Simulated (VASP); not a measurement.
# GaN in VASP: single point with PBE

Aim: the single point of GaN with PBE.

Everything below comes from runs of VASP 6.6.1. Logs are shortened: lines on timing, memory, paths and dates and some standing lists are left out, and cuts for length are marked.

### Step 1. The cell of the first run

The cell holds a wire or tube with vacuum around it, 24 atoms: a = 14.600 Å, b = 14.900 Å, c = 5.496 Å, α = 90.00°, β = 90.00°, γ = 90.00°.

### Step 2. Single point, PBE

INCAR reads:

```
SYSTEM = GaN
ALGO = Normal ; EDIFF = 1E-6
ENCUT = 520 ; GGA = PE
ISIF = 2 ; ISMEAR = 0
LASPH = .TRUE. ; LCHARG = .FALSE.
LREAL = Auto ; LWAVE = .FALSE.
NBANDS = 126 ; NELM = 100
PREC = Accurate ; SIGMA = 0.05
```

KPOINTS reads:

```
k-points
0
G
  1 1 9
  0 0 0
```

POSCAR reads:

```
GaN
1.0
   14.6000000000      0.0000000000      0.0000000000
    0.0000000000     14.9000000000      0.0000000000
    0.0000000000      0.0000000000      5.4962435940
Ga N
12 12
Direct
    0.7105105277      0.5000000000      0.6684997603
    0.6052588127      0.6786449381      0.6684984706
    0.6823121927      0.6031403203      0.1685005769
    0.3947411873      0.6786449381      0.6684984706
    0.5000000000      0.7062767928      0.1684972048
    0.2894894723      0.5000000000      0.6684997603
    0.3176878073      0.6031403203      0.1685005769
    0.3947411873      0.3213550619      0.6684984706
    0.3176878073      0.3968596797      0.1685005769
    0.6052588127      0.3213550619      0.6684984706
    0.5000000000      0.2937232072      0.1684972048
    0.6823121927      0.3968596797      0.1685005769
    0.6927745008      0.6090591453      0.8315013086
    0.7225949855      0.5000000000      0.3315021550
    0.5000000000      0.7181184962      0.8315001571
    0.6112994785      0.6888977158      0.3315000053
    0.3072254992      0.6090591453      0.8315013086
    0.3887005215      0.6888977158      0.3315000053
    0.3072254992      0.3909408547      0.8315013086
    0.2774050145      0.5000000000      0.3315021550
    0.5000000000      0.2818815038      0.8315001571
    0.3887005215      0.3111022842      0.3315000053
    0.6927745008      0.3909408547      0.8315013086
    0.6112994785      0.3111022842      0.3315000053
```

Potentials or basis: VASP PAW PBE potentials, release 64 (Ga_d, N).

Started as:

```
cat potpaw_PBE.64/Ga_d/POTCAR potpaw_PBE.64/N/POTCAR > POTCAR
mpirun -np 1 vasp_std > vasp.out
```

OUTCAR:

```text
SYSTEM = GaN
   EDIFF = 1E-6
   ENCUT = 520
   GGA = PE
   ISIF = 2
   ISMEAR = 0
   LASPH = .TRUE.
   LREAL = Auto
   NELM = 100
   PREC = Accurate

 ion  position               nearest neighbor table
   1  0.711  0.500  0.668-  14 1.86  13 1.87  23 1.87
   2  0.605  0.679  0.668-  16 1.86  13 1.87  15 1.87
   3  0.682  0.603  0.169-  13 1.86  14 1.87  16 1.87
   4  0.395  0.679  0.668-  18 1.86  17 1.87  15 1.87
   5  0.500  0.706  0.168-  15 1.86  16 1.87  18 1.87
   6  0.289  0.500  0.668-  20 1.86  19 1.87  17 1.87
[... 16 lines left out ...]
  23  0.693  0.391  0.832-  12 1.86   1 1.87  10 1.87
  24  0.611  0.311  0.332-  10 1.86  11 1.87  12 1.87

  LATTYP: Found a simple orthorhombic cell.
 ALAT       =     5.4962435940
 B/A-ratio  =     2.6563597028
 C/A-ratio  =     2.7109424364

  Lattice vectors:

 A1 = (   0.0000000000,   0.0000000000,   5.4962435940)
 A2 = (  14.6000000000,   0.0000000000,   0.0000000000)
 A3 = (   0.0000000000,  14.9000000000,   0.0000000000)

Analysis of symmetry for initial positions (statically):
=====================================================================
 Subroutine PRICEL returns:
 Original cell was already a primitive cell.

 Routine SETGRP: Setting up the symmetry group for a
 simple orthorhombic supercell.

 Subroutine GETGRP returns: Found  4 space group operations
 (whereof  4 operations were pure point group operations)
 out of a pool of  8 trial point group operations.

The static configuration has the point symmetry C_2v.

Analysis of symmetry for dynamics (positions and initial velocities):
=====================================================================
 Subroutine PRICEL returns:
 Original cell was already a primitive cell.

 Routine SETGRP: Setting up the symmetry group for a
 simple orthorhombic supercell.

 Subroutine GETGRP returns: Found  4 space group operations
 (whereof  4 operations were pure point group operations)
 out of a pool of  8 trial point group operations.

The dynamic configuration has the point symmetry C_2v.

 Subroutine INISYM returns: Found  4 space group operations
 (whereof  4 operations are pure point group operations),
 and found     1 'primitive' translations

----------------------------------------------------------------------------------------

                                     Primitive cell

  volume of cell :    1195.6528

  direct lattice vectors                    reciprocal lattice vectors
    14.600000000  0.000000000  0.000000000     0.068493151  0.000000000  0.000000000
     0.000000000 14.900000000  0.000000000     0.000000000  0.067114094  0.000000000
     0.000000000  0.000000000  5.496243594     0.000000000  0.000000000  0.181942445

  length of vectors
    14.600000000 14.900000000  5.496243594     0.068493151  0.067114094  0.181942445

  position of ions in fractional coordinates (direct lattice)
     0.710510528  0.500000000  0.668499760
     0.605258813  0.678644938  0.668498471
     0.682312193  0.603140320  0.168500577
     0.394741187  0.678644938  0.668498471
     0.500000000  0.706276793  0.168497205
     0.289489472  0.500000000  0.668499760
[... 16 lines left out ...]
     0.692774501  0.390940855  0.831501309
     0.611299479  0.311102284  0.331500005

  ion indices of the primitive-cell ions
   primitive index   ion index
                 1           1
                 2           2
                 3           3
                 4           4
                 5           5
                 6           6
[... 16 lines left out ...]
                23          23
                24          24

----------------------------------------------------------------------------------------

 KPOINTS: k-points

Automatic generation of k-mesh.
 Grid dimensions read from file:
 generate k-points for:    1    1    9

 Generating k-lattice:

  Cartesian coordinates                     Fractional coordinates (reciprocal lattice)
     0.068493151  0.000000000  0.000000000     1.000000000  0.000000000  0.000000000
     0.000000000  0.067114094  0.000000000     0.000000000  1.000000000  0.000000000
     0.000000000  0.000000000  0.020215827     0.000000000  0.000000000  0.111111111

  Length of vectors
     0.068493151  0.067114094  0.020215827

  Shift w.r.t. Gamma in fractional coordinates (k-lattice)
     0.000000000  0.000000000  0.000000000

 Subroutine IBZKPT returns following result:
 ===========================================

 Found      5 irreducible k-points:

 Following reciprocal coordinates:
            Coordinates               Weight
  0.000000  0.000000  0.000000      1.000000
  0.000000  0.000000  0.111111      2.000000
  0.000000  0.000000  0.222222      2.000000
  0.000000  0.000000  0.333333      2.000000
  0.000000  0.000000  0.444444      2.000000
   k-points           NKPTS =      5   k-points in BZ     NKDIM =      5   number of bands    NBANDS=    126
   number of dos      NEDOS =    301   number of ions     NIONS =     24
   total plane-waves  NPLWV = 526848
   dimension x,y,z NGX =   112 NGY =  112 NGZ =   42
   dimension x,y,z NGXF=   224 NGYF=  224 NGZF=   84
   ions per type =              12  12
   NGX,Y,Z   is equivalent  to a cutoff of  12.75, 12.50, 12.70 a.u.
   NGXF,Y,Z  is equivalent  to a cutoff of  25.51, 24.99, 25.41 a.u.
 SYSTEM =  GaN
   PREC   = accura    normal or accurate (medium, high low for compatibility)
   ISTART =      0    job   : 0-new  1-cont  2-samecut
   ICHARG =      2    charge: 1-file 2-atom 10-const
   ISPIN  =      1    spin polarized calculation?
   LNONCOLLINEAR =      F non collinear calculations
   LSORBIT =      F    spin-orbit coupling
   LASPH  =      T    aspherical Exc in radial PAW
   ENCUT  =  520.0 eV  38.22 Ry    6.18 a.u.  27.15 27.70 10.22*2*pi/ulx,y,z
   NELM   =    100;   NELMIN=  2; NELMDL= -5     # of ELM steps
   EDIFF  = 0.1E-05   stopping-criterion for ELM
   LREAL  =      T    real-space projection
   EDIFFG = 0.1E-04   stopping-criterion for IOM
   NSW    =      0    number of steps for IOM
   IBRION =     -1    ionic relax: 0-MD 1-quasi-New 2-CG
   NFREE  =      0    steps in history (QN), initial steepest desc. (CG)
   ISIF   =      2    stress and relaxation
   ISYM   =      2    0-nonsym 1-usesym 2-fastsym
   POTIM  = 0.5000    time-step for ionic-motion
   TEBEG  =    0.0;   TEEND  =   0.0 temperature during run
   PSTRESS=    0.0 pullay stress
   NELECT =     216.0000    total number of electrons
   NUPDOWN=      -1.0000    fix difference up-down
   EMIN   =  10.00;   EMAX   =-10.00  energy-range for DOS
   EFERMI =   0.00;   METHOD = LEGACY
   ISMEAR =     0;   SIGMA  =   0.05  broadening in eV -4-tet -1-fermi 0-gaus
   EFERMI_NEDOS =   21; number of points for ismear=-14 and -15
   IALGO  =     38    algorithm
   IMIX   =      4    mixing-type and parameters
     AMIX     =   0.40;   BMIX     =  1.00
     AMIX_MAG =   1.60;   BMIX_MAG =  1.00
  volume/ion in A,a.u.               =      49.82       336.19
  Fermi-wavevector in a.u.,A,eV,Ry     =   0.925460  1.748866 11.653070  0.856476
  Thomas-Fermi vector in A             =   2.051317
   LORBIT       =      0    0 simple, 1 ext, 2 COOP (PROOUT), +10 PAW based schemes
   GGA     = PE    functional components
   LHFCALC =     F    Hartree Fock is set to
   AEXX    =    0.0000 exact exchange contribution
   IVDW    =     0    specifies the selected vdW correction
   LEPSILON=     F    determine dielectric tensor
   LRPA    =     F    only Hartree local field effects (RPA)
 non-spin polarized calculation
 Gauss-broadening in eV      SIGMA  =   0.05
  energy-cutoff  :      520.00
  volume of cell :     1195.65
 maximum number of plane-waves:     32216
 NGX is ok and might be reduce to   112
   NGX = 55   NGY = 55   NGZ = 21

 number of electron     215.9999945 magnetization

 Free energy of the ion-electron system (eV)
  ---------------------------------------------------
  ext. energy  EPLUGINS =         0.00000000
  ---------------------------------------------------
  free energy    TOTEN  =      -134.80560467 eV

  energy without entropy =     -134.80560467  energy(sigma->0) =     -134.80560467

 E-fermi :  -2.8397     XC(G=0):  -3.8475

 val. band max:       -3.1190903143   @ k =   0.0000   0.0000   0.0000
 cond. band min:      -1.2734359904   @ k =   0.0000   0.0000   0.0000
 fundamental gap:      1.8456543239
 Fermi energy:        -2.8397396056

 k-point     1 :       0.0000    0.0000    0.0000
  band No.  band energies     occupation
      1     -18.4383      2.00000
      2     -18.3021      2.00000
      3     -18.3021      2.00000
      4     -18.0285      2.00000
      5     -18.0285      2.00000
      6     -17.8377      2.00000
[... 112 lines left out ...]
    119       1.9140      0.00000
    120       1.9501      0.00000

 k-point     2 :       0.0000    0.0000    0.1111
  band No.  band energies     occupation
      1     -18.4146      2.00000
      2     -18.2828      2.00000
      3     -18.2828      2.00000
      4     -18.0204      2.00000
      5     -18.0204      2.00000
      6     -17.8483      2.00000
[... 112 lines left out ...]
    119       1.8976      0.00000
    120       1.9372      0.00000

 k-point     3 :       0.0000    0.0000    0.2222
  band No.  band energies     occupation
      1     -18.3476      2.00000
      2     -18.2282      2.00000
      3     -18.2282      2.00000
      4     -17.9972      2.00000
      5     -17.9972      2.00000
      6     -17.8818      2.00000
[... 112 lines left out ...]
    119       1.8642      0.00000
    120       1.8880      0.00000

 k-point     4 :       0.0000    0.0000    0.3333
  band No.  band energies     occupation
      1     -18.2488      2.00000
      2     -18.1480      2.00000
      3     -18.1480      2.00000
      4     -17.9621      2.00000
      5     -17.9621      2.00000
      6     -17.9416      2.00000
[... 112 lines left out ...]
    119       1.7953      0.00000
    120       1.8033      0.00000

 k-point     5 :       0.0000    0.0000    0.4444
  band No.  band energies     occupation
      1     -18.1358      2.00000
      2     -18.0563      2.00000
      3     -18.0563      2.00000
      4     -18.0283      2.00000
      5     -17.9681      2.00000
      6     -17.9681      2.00000
[... 112 lines left out ...]
    119       1.7044      0.00000
    120       1.7101      0.00000
 [bands above 120 left out]

------------------------ aborting loop because EDIFF is reached ----------------------------------------

  FORCE on cell =-STRESS in cart. coord.  units (eV):
  Direction    XX          YY          ZZ          XY          YZ          ZX
  --------------------------------------------------------------------------------------
  -------------------------------------------------------------------------------------
  Total       -0.2864236     -0.2626390     -0.5167969      0.0000000      0.0000000      0.0000000
  in kB       -0.3838082     -0.3519368     -0.6925090      0.0000000      0.0000000      0.0000000
  external PRESSURE =      -0.4760847 kB  Pullay stress =       0.0000000 kB

 VOLUME and BASIS-vectors are now :
 -----------------------------------------------------------------------------
  energy-cutoff  :      520.00
  volume of cell :     1195.65
      direct lattice vectors                 reciprocal lattice vectors
    14.600000000  0.000000000  0.000000000     0.068493151  0.000000000  0.000000000
     0.000000000 14.900000000  0.000000000     0.000000000  0.067114094  0.000000000
     0.000000000  0.000000000  5.496243594     0.000000000  0.000000000  0.181942445

 POSITION                                       TOTAL-FORCE (eV/Angst)
 -----------------------------------------------------------------------------------
     10.37345      7.45000      3.67424         0.004514      0.000000     -0.008719
      8.83678     10.11181      3.67423         0.001511      0.002688     -0.008109
      9.96176      8.98679      0.92612         0.003832      0.000345     -0.009782
      5.76322     10.11181      3.67423        -0.001511      0.002688     -0.008109
      7.30000     10.52352      0.92610         0.000000      0.002662     -0.006000
      4.22655      7.45000      3.67424        -0.004514      0.000000     -0.008719
[... 16 lines left out ...]
     10.11451      5.82502      4.57013        -0.007371      0.004457      0.008313
      8.92497      4.63542      1.82200        -0.004175      0.007825      0.008421
 -----------------------------------------------------------------------------------
    total drift:                                0.000000      0.000000     -0.019186

  FREE ENERGIE OF THE ION-ELECTRON SYSTEM (eV)
  ---------------------------------------------------
  free  energy   TOTEN  =      -134.8056046711 eV

  energy  without entropy=     -134.8056046711  energy(sigma->0) =     -134.80560467
```

Run time: 26 min. Hardware: 1 thread of Intel Xeon Platinum 8488C (Sapphire Rapids), shared host; peak memory 1.2 GiB.

Results:

```yaml
Free_energy: -134.8056 eV
Largest_force: 0.013 eV/Å
Band_gap_on_the_k_mesh: 1.85 eV
```

Forces on the atoms (eV/Å):
```
Ga   0.005  0.000 -0.009
Ga   0.002  0.003 -0.008
Ga   0.004  0.000 -0.010
Ga  -0.002  0.003 -0.008
Ga   0.000  0.003 -0.006
Ga  -0.005  0.000 -0.009
Ga  -0.004  0.000 -0.010
Ga  -0.002 -0.003 -0.008
Ga  -0.004  0.000 -0.010
Ga   0.002 -0.003 -0.008
Ga   0.000 -0.003 -0.006
Ga   0.004  0.000 -0.010
N   -0.007 -0.004  0.008
N   -0.009  0.000  0.009
N    0.000 -0.010  0.008
N   -0.004 -0.008  0.008
N    0.007 -0.004  0.008
N    0.004 -0.008  0.008
N    0.007  0.004  0.008
N    0.009  0.000  0.009
N    0.000  0.010  0.008
N    0.004  0.008  0.008
N   -0.007  0.004  0.008
N   -0.004  0.008  0.008
```
